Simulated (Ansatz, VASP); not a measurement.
**One calculation of SnSe, two programs**

File POSCAR:

```
SnSe
1.0
    0.0000000000      3.2556640020      3.5641461373
    3.2556640020      0.0000000000      3.5641461373
    3.2556640020      3.2556640020      0.0000000000
Sn Se
1 1
Direct
    0.0000000000      0.0000000000      0.0000000000
    0.2500000000      0.2500000000      0.2500000000
```

Contents of INCAR.step1:

```
SYSTEM = SnSe
PREC = Accurate
ENCUT = 520
EDIFF = 1E-5
ISMEAR = -1
SIGMA = 0.02
LREAL = .False.
LASPH = .True.
NELM = 80
ALGO = Normal
ISIF = 2
LWAVE = .True.
LCHARG = .False.
NBANDS = 17
GGA = PE
```

INCAR.step2

```
SYSTEM = SnSe
PREC = Accurate
ENCUT = 520
EDIFF = 1E-6
ISMEAR = -1
SIGMA = 0.02
LREAL = .False.
LASPH = .True.
NELM = 80
ALGO = Normal
ISIF = 2
LWAVE = .False.
LCHARG = .False.
GGA = PE
LHFCALC = .True.
HFSCREEN = 0.2079
PRECFOCK = Normal
NBANDS = 17
ISTART = 1
```

Contents of KPOINTS:

```
Automatic mesh
0
Gamma
  4 4 4
  0 0 0
```

Input for Ansatz:

```yaml
crystal:
  lattice:
    - [0.0, 3.255664002, 3.5641461373]
    - [3.255664002, 0.0, 3.5641461373]
    - [3.255664002, 3.255664002, 0.0]
  atoms:
    - { symbol: Sn, position: [0.0, 0.0, 0.0] }
    - { symbol: Se, position: [0.25, 0.25, 0.25] }
kpoints:
  mp_grid: { grid: [4, 4, 4] }
  band_path:
    path:
      - [0.0, 0.0, 0.0]
      - [-0.5, -0.5, 0.0]
      - [-0.375, -0.375, 0.25]
      - [-0.375, 0.0, 0.375]
      - [0.0, 0.0, 0.5]
      - [-0.5, -0.25, 0.25]
    npoints: 1
hamiltonian:
  xc: hse06
scf:
  occupations: { method: fermi_dirac, width: 0.02 }
  n_extra_bands: 4
output:
  forces: true
  stress: true
  eigenvalues: true
```

Change from the starting cell: epitaxial_xy strain -3.2%.

Alike in both runs: task single point; functional HSE06; k mesh 4 × 4 × 4; occupations fermi-dirac, width 0.02 eV; no spin polarisation.

|  | VASP | Ansatz |
| --- | --- | --- |
| version | VASP 6.6.1 | Ansatz 0.2.0 |
| potentials or method | VASP PAW PBE potentials, release 64 (Sn_d, Se) | plane waves, PAW |
| plane-wave cutoff (eV) | 520 | 420 |
| valence electrons in the cell | 20 | 30 |

|  | VASP | Ansatz | Ansatz less VASP |
| --- | --- | --- | --- |
| pressure (GPa) | 0.1 | 0.1 | +0.03 |
| traceless stress, the component that is largest in VASP (GPa) | -0.13 | -0.12 | +0.011 |

VASP's potentials hold 20 valence electrons a cell and Ansatz's 30, so a difference there can come from the potentials and not from the codes. Ansatz's warnings: stress exchange threshold loose, stress scf threshold loose.
